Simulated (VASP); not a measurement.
# LiSi16 (a cell with a defect) in VASP: notebook, part 3 of 3

VASP 6.6.1. The steps go on from the part before.

## Step 4: Single point, LDA

INCAR

```
SYSTEM = LiSi16
PREC     = Accurate       ! precision mode
ENCUT    = 520            ! plane-wave cutoff, eV
EDIFF    = 1E-7           ! SCF threshold, eV
ISMEAR   = 0              ! smearing method
SIGMA    = 0.02           ! smearing width, eV
LREAL    = Auto         
LASPH    = .True.         ! aspherical terms in the spheres
NELM     = 80             ! most SCF steps
ALGO     = Normal         ! electronic algorithm
ISIF     = 2              ! what is computed and relaxed
LWAVE    = .False.        ! write WAVECAR
LCHARG   = .True.         ! write CHGCAR
GGA      = CA             ! functional
LELF     = .True.         ! ELF
LVHAR    = .True.       
NBANDS   = 48             ! bands
NELECT   = 66.0
```

KPOINTS

```
regular mesh
0
Gamma
  2 2 2
  0 0 0
```

POSCAR

```
LiSi16
1.0
    0.0000000000      5.4300000000      5.4300000000
    5.4300000000      0.0000000000      5.4300000000
    5.4300000000      5.4300000000      0.0000000000
Si Li
16 1
Direct
    0.0055964088      0.0008890424      0.0058387661
    0.1278022099      0.1303086556      0.1280535912
    0.0059195212      0.0012285451      0.5019325967
    0.1356215470      0.1259134438      0.6266184162
    0.0033521179      0.5028581952      0.0036287293
    0.1275525783      0.6270555249      0.1278271639
    0.0055720994      0.5051374770      0.5016755985
    0.1278011050      0.6273473297      0.6310788214
    0.5016783610      0.0012267956      0.0061857274
    0.6263744936      0.1259216390      0.1358658379
    0.5039902394      0.0035561694      0.5042329650
    0.6267976059      0.1263127072      0.6270650092
    0.5013958564      0.5051457643      0.0058227440
    0.6308025783      0.6273491713      0.1280539595
    0.5016870166      0.5054367403      0.5019393186
    0.6263508287      0.6351843462      0.6266027624
    0.7541112339      0.2536403315      0.7543734807
```

Potentials or basis: VASP PAW LDA potentials, release 64 (Si, Li_sv).

On the command line:

```console
> cat potpaw_LDA.64/Si/POTCAR potpaw_LDA.64/Li_sv/POTCAR > POTCAR
> mpirun -np 1 vasp_std > vasp.out
```

OUTCAR:

```text
SYSTEM = LiSi16
   PREC = Accurate
   ENCUT = 520
   EDIFF = 1E-7
   ISMEAR = 0
   LREAL = Auto
   LASPH = .True.
   NELM = 80
   ISIF = 2
   GGA = CA
   NELECT = 66.0

 ion  position               nearest neighbor table
   1  0.006  0.001  0.006-   2 2.34   6 2.34   4 2.38  10 2.38  17 2.73
   2  0.128  0.130  0.128-   5 2.34   1 2.34   9 2.34   3 2.34
   3  0.006  0.001  0.502-   2 2.34   8 2.34   4 2.38  12 2.38  17 2.74
   4  0.136  0.126  0.627-  11 2.31   3 2.38   1 2.38   7 2.38  17 2.39
   5  0.003  0.503  0.004-   2 2.34  14 2.34   8 2.34   6 2.34
   6  0.128  0.627  0.128-   5 2.34   1 2.34  13 2.34   7 2.34
   7  0.006  0.505  0.502-   8 2.34   6 2.34  16 2.38   4 2.38  17 2.73
   8  0.128  0.627  0.631-   5 2.34   7 2.34   3 2.34  15 2.34
   9  0.502  0.001  0.006-   2 2.34  14 2.34  10 2.38  12 2.38  17 2.74
  10  0.626  0.126  0.136-  11 2.31   9 2.38   1 2.38  13 2.38  17 2.39
  11  0.504  0.004  0.504-  10 2.31   4 2.31  16 2.31  12 2.31
  12  0.627  0.126  0.627-  11 2.31   9 2.38   3 2.38  15 2.38  17 2.39
  13  0.501  0.505  0.006-  14 2.34   6 2.34  16 2.38  10 2.38  17 2.73
  14  0.631  0.627  0.128-   5 2.34  13 2.34   9 2.34  15 2.34
  15  0.502  0.505  0.502-  14 2.34   8 2.34  16 2.38  12 2.38  17 2.74
[... 212 lines left out ...]
      3      -3.7122      2.00000
      4      -3.6596      2.00000
      5      -3.6596      2.00000
      6      -3.6588      2.00000
[... 373 lines left out ...]
     44      10.1850      0.00000
     45      10.2662      0.00000
 [bands above 45 left out]

------------------------ aborting loop because EDIFF is reached ----------------------------------------

  FORCE on cell =-STRESS in cart. coord.  units (eV):
  Direction    XX          YY          ZZ          XY          YZ          ZX
  --------------------------------------------------------------------------------------
  -------------------------------------------------------------------------------------
  Total       -8.4332112     -8.4362606     -8.4339073      0.0015832      0.0021318      0.0038263
  in kB      -42.1962713    -42.2115291    -42.1997544      0.0079215      0.0106668      0.0191452
  external PRESSURE =     -42.2025183 kB  Pullay stress =       0.0000000 kB

 VOLUME and BASIS-vectors are now :
 -----------------------------------------------------------------------------
  energy-cutoff  :      520.00
  volume of cell :      320.21
      direct lattice vectors                 reciprocal lattice vectors
     0.000000000  5.430000000  5.430000000    -0.092081031  0.092081031  0.092081031
     5.430000000  0.000000000  5.430000000     0.092081031 -0.092081031  0.092081031
     5.430000000  5.430000000  0.000000000     0.092081031  0.092081031 -0.092081031

 POSITION                                       TOTAL-FORCE (eV/Angst)
 -----------------------------------------------------------------------------------
      0.03653      0.06209      0.03522         0.002427     -0.003327      0.002724
      1.40291      1.38930      1.40154         0.002115      0.002027      0.001923
      2.73216      2.75764      0.03881         0.004850     -0.002575     -0.002840
      4.08625      4.13896      1.42014         0.000596      0.000035     -0.000091
      2.75022      0.03791      2.74872         0.003153      0.004745      0.003035
      4.09901      1.38671      4.09752         0.001649      0.002414      0.001870
[... 9 lines left out ...]
      6.85150      6.80354      6.85014        -0.000079      0.001866      0.000021
      5.47352      8.19107      5.47209        -0.005820     -0.006480     -0.005959
 -----------------------------------------------------------------------------------
    total drift:                               -0.001768     -0.007402      0.000111

  FREE ENERGIE OF THE ION-ELECTRON SYSTEM (eV)
  ---------------------------------------------------
  free  energy   TOTEN  =      -102.3743966976 eV

  energy  without entropy=     -102.3743966976  energy(sigma->0) =     -102.37439670
```

OSZICAR:

```text
N       E                     dE             d eps       ncg     rms          rms(c)
DAV:   1     0.164806845210E+03    0.16481E+03   -0.25057E+04   768   0.116E+03
DAV:   2    -0.850884169384E+02   -0.24990E+03   -0.23327E+03   936   0.187E+02
DAV:   3    -0.103589874963E+03   -0.18501E+02   -0.18190E+02  1104   0.436E+01
DAV:   4    -0.104678582580E+03   -0.10887E+01   -0.10794E+01  1240   0.958E+00
DAV:   5    -0.104719870530E+03   -0.41288E-01   -0.41283E-01  1032   0.145E+00    0.146E+01
DAV:   6    -0.103092395201E+03    0.16275E+01   -0.12130E+00   888   0.352E+00    0.882E+00
DAV:   7    -0.102375076689E+03    0.71732E+00   -0.18365E+00   912   0.382E+00    0.120E+00
DAV:   8    -0.102374021505E+03    0.10552E-02   -0.14660E-01   888   0.142E+00    0.562E-01
DAV:   9    -0.102374364176E+03   -0.34267E-03   -0.10760E-02   944   0.372E-01    0.232E-01
DAV:  10    -0.102374333976E+03    0.30200E-04   -0.11388E-03  1008   0.106E-01    0.117E-01
DAV:  11    -0.102374402362E+03   -0.68386E-04   -0.14624E-04  1040   0.416E-02    0.344E-02
DAV:  12    -0.102374396054E+03    0.63077E-05   -0.41363E-05   928   0.203E-02    0.117E-02
DAV:  13    -0.102374396727E+03   -0.67205E-06   -0.43238E-06   976   0.730E-03    0.313E-03
DAV:  14    -0.102374396698E+03    0.28885E-07   -0.25446E-07   784   0.178E-03
   1 F= -.10237440E+03 E0= -.10237440E+03  d E =-.812675E-50
```

Wall time 4 min (1 thread of Oxide Virtual Turin-like, shared host); peak memory 0.35 GiB.

What came out:

```yaml
Free_energy: -102.3744 eV
Largest_force: 0.011 eV/Å
```

Forces on the atoms (eV/Å):
```
Si   0.002 -0.003  0.003
Si   0.002  0.002  0.002
Si   0.005 -0.003 -0.003
Si   0.001  0.000  0.000
Si   0.003  0.005  0.003
Si   0.002  0.002  0.002
Si   0.002  0.002 -0.002
Si   0.000  0.001  0.003
Si  -0.003 -0.003  0.005
Si   0.000  0.000  0.000
Si  -0.002 -0.001 -0.003
Si  -0.006 -0.006 -0.006
Si  -0.002  0.002  0.002
Si   0.003  0.002  0.000
Si  -0.002  0.004 -0.002
Si   0.000  0.002  0.000
Li  -0.006 -0.006 -0.006
```

Levels at points of the mesh, in eV from the Fermi level:
| k point | band 30 | band 31 | band 32 | band 33 | band 34 | band 35 | band 36 | band 37 |
| --- | --- | --- | --- | --- | --- | --- | --- | --- |
| (0.00, 0.00, 0.00) | -1.34 | -0.21 | -0.21 | -0.21 | 0.32 | 0.32 | 0.32 | 0.39 |
| (0.50, 0.00, 0.00) | -1.03 | -1.02 | -0.94 | -0.94 | 0.88 | 1.09 | 1.09 | 1.27 |
| (0.00, 0.50, 0.00) | -1.03 | -1.02 | -0.94 | -0.94 | 0.88 | 1.09 | 1.09 | 1.27 |
| (0.00, 0.00, 0.50) | -1.03 | -1.02 | -0.94 | -0.94 | 0.88 | 1.09 | 1.09 | 1.27 |
| (0.50, 0.50, 0.50) | -1.03 | -1.03 | -0.94 | -0.94 | 0.89 | 1.08 | 1.08 | 1.28 |
| (0.50, 0.50, 0.00) | -1.57 | -1.57 | -1.53 | -1.48 | 0.76 | 0.84 | 1.89 | 2.00 |
| (0.00, 0.50, 0.50) | -1.57 | -1.57 | -1.53 | -1.48 | 0.76 | 0.84 | 1.89 | 2.00 |
| (0.50, 0.00, 0.50) | -1.57 | -1.57 | -1.53 | -1.48 | 0.76 | 0.84 | 1.89 | 2.00 |

Caveat: the k points lie up to 0.50 Å⁻¹ apart; the cell carries a net charge on a neutralising background, which shifts energy and pressure; the cell is charged against a uniform background, so pressure and absolute levels hang on convention; the cutoff is under 1.25 times the usual one of these potentials, so pressure, stress and relaxed cells hold a basis-set (Pulay) error.

## Step 5: Single point, LDA

INCAR

```
  PREC = Accurate
  ENCUT = 520
  EDIFF = 1E-7
  ISMEAR = 0
  SIGMA = 0.02
  LREAL = Auto
  LASPH = T
  NELM = 80
  ALGO = Normal
  ISIF = 2
  LWAVE = F
  LCHARG = F
  NELECT = 66.0
  NBANDS = 48
```

KPOINTS

```
Automatic mesh
0
Gamma
  2 2 2
```

POSCAR

```
LiSi16
1.0
    0.0000000000      5.4300000000      5.4300000000
    5.4300000000      0.0000000000      5.4300000000
    5.4300000000      5.4300000000      0.0000000000
Si Li
16 1
Direct
   -0.0025976980      0.0071879374     -0.0024214549
    0.1232086556      0.1346604052      0.1233679558
   -0.0052851750      0.0105430018      0.4972540516
    0.1232205341      0.1346592081      0.6185135359
   -0.0013537753      0.5135421731     -0.0011779006
    0.1201790976      0.6389231123      0.1203374770
   -0.0013558011      0.5135268877      0.4887572744
    0.1241580110      0.6367526703      0.6194171271
    0.4970940147      0.0105256906     -0.0051105893
    0.6183404236      0.1346569982      0.1233877532
    0.4970980663      0.0105024862      0.4972606814
    0.6221459484      0.1329573665      0.6223220074
    0.4885940147      0.5135157459     -0.0011805709
    0.6192453959      0.6367402394      0.1243374770
    0.4979627993      0.5055246777      0.4981322284
    0.6192514733      0.6367232965      0.6194279006
    0.8699427256      0.3898156538      0.8700471455
```

Potentials or basis: VASP PAW LDA potentials, release 64 (Si, Li_sv).

On the command line:

```console
> cat potpaw_LDA.64/Si/POTCAR potpaw_LDA.64/Li_sv/POTCAR > POTCAR
> mpirun -np 1 vasp_std > vasp.out
```

OUTCAR:

```text
PREC = Accurate
   ENCUT = 520
   EDIFF = 1E-7
   ISMEAR = 0
   LREAL = Auto
   LASPH = T
   NELM = 80
   ISIF = 2
   NELECT = 66.0

 ion  position               nearest neighbor table
   1  0.997  0.007  0.998-   6 2.31  10 2.38   4 2.38   2 2.38  17 2.40
   2  0.123  0.135  0.123-   9 2.34   3 2.34   5 2.38   1 2.38  17 2.75
   3  0.995  0.011  0.497-  12 2.34   8 2.34   4 2.34   2 2.34
   4  0.123  0.135  0.619-  11 2.34   3 2.34   7 2.38   1 2.38  17 2.75
   5  0.999  0.514  0.999-   6 2.31   2 2.38  14 2.38   8 2.38  17 2.39
   6  0.120  0.639  0.120-   1 2.31  13 2.31   7 2.31   5 2.31
   7  0.999  0.514  0.489-   6 2.31   4 2.38  16 2.38   8 2.38  17 2.39
[... 607 lines left out ...]
  Total       -8.4458023     -8.4431056     -8.4463656     -0.0158560     -0.0174698      0.0210597
  in kB      -42.2592720    -42.2457787    -42.2620904     -0.0793369     -0.0874118      0.1053740
  external PRESSURE =     -42.2557137 kB  Pullay stress =       0.0000000 kB

 VOLUME and BASIS-vectors are now :
 -----------------------------------------------------------------------------
  energy-cutoff  :      520.00
  volume of cell :      320.21
      direct lattice vectors                 reciprocal lattice vectors
     0.000000000  5.430000000  5.430000000    -0.092081031  0.092081031  0.092081031
     5.430000000  0.000000000  5.430000000     0.092081031 -0.092081031  0.092081031
     5.430000000  5.430000000  0.000000000     0.092081031  0.092081031 -0.092081031

 POSITION                                       TOTAL-FORCE (eV/Angst)
 -----------------------------------------------------------------------------------
      5.45588     10.83275      5.45492        -0.008961      0.008965     -0.008763
      1.40109      1.33891      1.40023        -0.006401     -0.007509     -0.006939
      2.75734      8.10139      5.45855         0.005523     -0.005718      0.004312
      4.08973      4.02762      1.40029         0.007476      0.007052     -0.007830
      8.21214     10.84625      8.21118         0.001452     -0.005936      0.001590
      4.12278      1.30601      4.12192        -0.013857      0.012390     -0.014809
[... 9 lines left out ...]
      6.82090      6.72603      6.81994         0.005580      0.008961      0.005751
      6.84106      9.44815      6.84049        -0.015718      0.013789     -0.017347
 -----------------------------------------------------------------------------------
    total drift:                                0.008079     -0.007617      0.009844

  FREE ENERGIE OF THE ION-ELECTRON SYSTEM (eV)
  ---------------------------------------------------
  free  energy   TOTEN  =      -102.3734703732 eV

  energy  without entropy=     -102.3734703732  energy(sigma->0) =     -102.37347037
```

OSZICAR:

```text
N       E                     dE             d eps       ncg     rms          rms(c)
DAV:   1     0.165420371361E+03    0.16542E+03   -0.25092E+04   768   0.115E+03
DAV:   2    -0.851812546206E+02   -0.25060E+03   -0.23410E+03   928   0.187E+02
DAV:   3    -0.103623010610E+03   -0.18442E+02   -0.18131E+02  1128   0.432E+01
DAV:   4    -0.104680974295E+03   -0.10580E+01   -0.10479E+01  1200   0.938E+00
DAV:   5    -0.104718618176E+03   -0.37644E-01   -0.37637E-01  1048   0.146E+00    0.146E+01
DAV:   6    -0.103091540682E+03    0.16271E+01   -0.12076E+00   888   0.352E+00    0.881E+00
DAV:   7    -0.102374111514E+03    0.71743E+00   -0.18336E+00   920   0.382E+00    0.120E+00
DAV:   8    -0.102373101939E+03    0.10096E-02   -0.14683E-01   896   0.142E+00    0.563E-01
DAV:   9    -0.102373437913E+03   -0.33597E-03   -0.10748E-02   952   0.372E-01    0.233E-01
DAV:  10    -0.102373407877E+03    0.30036E-04   -0.11420E-03   992   0.107E-01    0.116E-01
DAV:  11    -0.102373475780E+03   -0.67904E-04   -0.14513E-04  1024   0.416E-02    0.347E-02
DAV:  12    -0.102373469733E+03    0.60471E-05   -0.41092E-05   944   0.203E-02    0.116E-02
DAV:  13    -0.102373470403E+03   -0.67045E-06   -0.43487E-06   976   0.734E-03    0.312E-03
DAV:  14    -0.102373470373E+03    0.30264E-07   -0.27521E-07   832   0.182E-03
   1 F= -.10237347E+03 E0= -.10237347E+03  d E =-.566311E-52
```

stdout:

```text
POSCAR found type information on POSCAR SiLi
 POSCAR found :  2 types and      17 ions
 scaLAPACK will be used
 LDA part: xc-table for (Slater(with rela. corr.)+CA(PZ))
 , standard interpolation
 POSCAR, INCAR and KPOINTS ok, starting setup
 FFT: planning ... GRIDC
 FFT: planning ... GRID_SOFT
 FFT: planning ... GRID
 WAVECAR not read
 entering main loop
 the old and the new charge density differ
 old charge density:    67.00000 new   66.00000
    0.146E+01
```

Wall time 6.1 min (1 thread of Oxide Virtual Turin-like, shared host); peak memory 0.35 GiB.

What came out:

```yaml
Free_energy: -102.3735 eV
Largest_force: 0.027 eV/Å
```

Forces on the atoms (eV/Å):
```
Si  -0.009  0.009 -0.009
Si  -0.006 -0.008 -0.007
Si   0.006 -0.006  0.004
Si   0.007  0.007 -0.008
Si   0.001 -0.006  0.002
Si  -0.014  0.012 -0.015
Si   0.007 -0.001  0.001
Si   0.005 -0.005 -0.008
Si   0.004 -0.006  0.006
Si  -0.008  0.007  0.008
Si   0.006 -0.004  0.006
Si   0.009 -0.007  0.009
Si   0.001 -0.001  0.008
Si  -0.008 -0.005  0.005
Si   0.009 -0.010  0.009
Si   0.006  0.009  0.006
Li  -0.016  0.014 -0.017
```

Caveat: the k points lie up to 0.50 Å⁻¹ apart; the cell carries a net charge on a neutralising background, which shifts energy and pressure; the cell is charged against a uniform background, so pressure and absolute levels hang on convention; the cutoff is under 1.25 times the usual one of these potentials, so pressure, stress and relaxed cells hold a basis-set (Pulay) error.
